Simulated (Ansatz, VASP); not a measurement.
Given: the input of a run of VASP 6.6.1 on Rb.

INCAR

```
  ALGO = Fast
  EDIFF = 1E-6
  ENCUT = 520
  GGA = PE
  ISIF = 2
  ISMEAR = 0
  ISPIN = 2
  LASPH = True
  LCHARG = False
  LORBIT = 11
  LREAL = False
  LWAVE = False
  MAGMOM = 0.5
  NBANDS = 14
  NELM = 150
  PREC = Accurate
  SIGMA = 0.01
```

Contents of KPOINTS:

```
k-points
0
Gamma
  7 7 7
```

Contents of POSCAR:

```
Rb
1.0
   -2.8025000000      2.8025000000      2.8025000000
    2.8025000000     -2.8025000000      2.8025000000
    2.8025000000      2.8025000000     -2.8025000000
Rb
1
Direct
    0.0000000000      0.0000000000      0.0000000000
```

Potentials or basis: VASP PAW PBE potentials, release 64 (Rb_sv).

Run with:

```sh
$ cat potpaw_PBE.64/Rb_sv/POTCAR > POTCAR
$ mpirun -np 1 vasp_std > vasp.out
```

Q: Set up the same calculation for Ansatz 0.2.0. Potentials there: Ansatz PAW.

A: As run (the cutoff follows the program's own potentials):

input.yaml

```yaml
crystal:
  lattice:
    - [-2.8025, 2.8025, 2.8025]
    - [2.8025, -2.8025, 2.8025]
    - [2.8025, 2.8025, -2.8025]
  atoms:
    - { symbol: Rb, position: [0.0, 0.0, 0.0], spin: 0.5 }
hamiltonian:
  xc: pbe
  pseudopotentials: { kind: paw }
magnetization:
  spin_polarized: true
kpoints:
  mp_grid: { grid: [7, 7, 7] }
scf:
  occupations: { method: gaussian, width: 0.01 }
output:
  forces: true
  stress: true
  eigenvalues: true
```

Potentials or basis: Ansatz PAW.

Run with:

```console
$ ansatz run input.yaml --threads 1 --pin off --max-ram 2560MiB --backend cpu --events-out ev --progress --plain --runs-dir out
```

Both were run:

|  | VASP | Ansatz | Ansatz less VASP |
| --- | --- | --- | --- |
| gap on the k mesh at the Fermi level (eV) | none | none | - |
| pressure (GPa) | 0.1 | 0.1 | 0.00 |
| net moment per atom (μB) | 0.03 | 0.03 | 0.000 |

A gap of «none» marks a metal or a gap that the smearing closes. With one functional, cell and mesh, what is left measures potentials, basis and numerics.
